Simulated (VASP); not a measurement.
Set up this calculation in VASP 6.6.1, as the native input.

```
Task                   : single point
Functional             : PBE
Potentials or basis    : VASP PAW PBE potentials, release 64 (Sc_sv, B, Sb)
Cutoff                 : 520 eV
k mesh                 : 6 × 4 × 2
Occupations            : gaussian, width 0.1 eV
Spin                   : no spin polarisation
Dipole correction      : no
Further INCAR settings : ALGO = Fast; EDIFF = 1e-06; NBANDS = 44
```

The structure of ScB2Sb3 lies in POSCAR:

```
ScB2Sb3
1.0
    0.0000000000      3.7394006614      0.0000000000
   -4.9888817920      0.0000000000     -0.9894137255
   -2.6376459786      0.0000000000     12.6064581385
Sc B Sb
2 4 6
Direct
    0.0000000000      0.5831791252      0.2061657383
    0.0000000000      0.5828627888      0.7060810593
    0.0000000000      0.0898342117      0.1565347043
    0.0000000000      0.0892481430      0.6564928849
    0.0000000000      0.5281727301      0.3997322819
    0.0000000000      0.5283470342      0.8996613759
    0.0000000000      0.1003684147      0.9811879492
    0.0000000000      0.1001883844      0.4811320518
    0.5000000000      0.0829116609      0.2526723514
    0.5000000000      0.0827732885      0.7526134729
    0.5000000000      0.6161351718      0.0038273029
    0.5000000000      0.6159790467      0.5038988268
```

One way to write it, as run:

INCAR

```
PREC     = Accurate       # precision mode
ENCUT    = 520            # plane-wave cutoff, eV
EDIFF    = 1E-6           # SCF threshold, eV
ISMEAR   = 0              # smearing method
SIGMA    = 0.1            # smearing width, eV
LREAL    = F              # projectors in reciprocal space
LASPH    = T              # aspherical terms in the spheres
NELM     = 60             # most SCF steps
ALGO     = Fast           # electronic algorithm
ISIF     = 2              # what is computed and relaxed
LWAVE    = F              # write WAVECAR
LCHARG   = T              # write CHGCAR
GGA      = PE             # functional
LELF     = T              # ELF
LVHAR    = T            
NBANDS   = 44             # bands
```

KPOINTS

```
regular mesh
0
Gamma
  6 4 2
```

Potentials or basis: VASP PAW PBE potentials, release 64 (Sc_sv, B, Sb).

Run with:

```console
$ cat potpaw_PBE.64/Sc_sv/POTCAR potpaw_PBE.64/B/POTCAR potpaw_PBE.64/Sb/POTCAR > POTCAR
$ mpirun -np 1 vasp_std > vasp.out
```

It gave:

```yaml
Pressure: 0.2 GPa
Largest_force: 0.051 eV/Å
Band_gap_on_the_k_mesh: zero (bands 32 and 33 overlap by 1.15 eV)
```

Caveat: spin-orbit coupling is left out, which moves the levels of the heavy elements.

Wall time 14 min on 1 thread of Oxide Virtual Turin-like Processor (shared host), peak memory 0.41 GiB.
